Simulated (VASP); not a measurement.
A run of VASP 6.6.1 is set up as follows.

INCAR

```
PREC = Accurate
ENCUT = 520
EDIFF = 1E-7
ISMEAR = 0
SIGMA = 0.1
LREAL = False
LASPH = True
NELM = 80
ALGO = Fast
ISIF = 2
LWAVE = False
LCHARG = True
GGA = PS
LELF = True
LVHAR = True
NBANDS = 7
```

KPOINTS

```
Automatic mesh
0
Gamma
  6 6 6
```

The input POSCAR:

```
Mg
1.0
   -1.8359916300      1.8359916300      1.6794040200
    1.8359916300     -1.8359916300      1.6794040200
    1.8359916300      1.8359916300     -1.6794040200
Mg
1
Direct
    0.0000000000      0.0000000000      0.0000000000
```

Potentials or basis: VASP PAW PBE potentials, release 64 (Mg).

The run is started by

```bash
$ cat potpaw_PBE.64/Mg/POTCAR > POTCAR
$ mpirun -np 1 vasp_std > vasp.out
```

(1) Estimate the pressure.

(2) What does it give for the band gap on the k mesh?

Results:

(1) -0.1 GPa.

(2) zero (band 1 reaches 5.90 eV, above the bottom of band 2 at 1.36 eV).

Caveat: the k points lie up to 0.42 Å⁻¹ apart; the PAW data sets were made with another functional, which shifts forces and pressure a little.
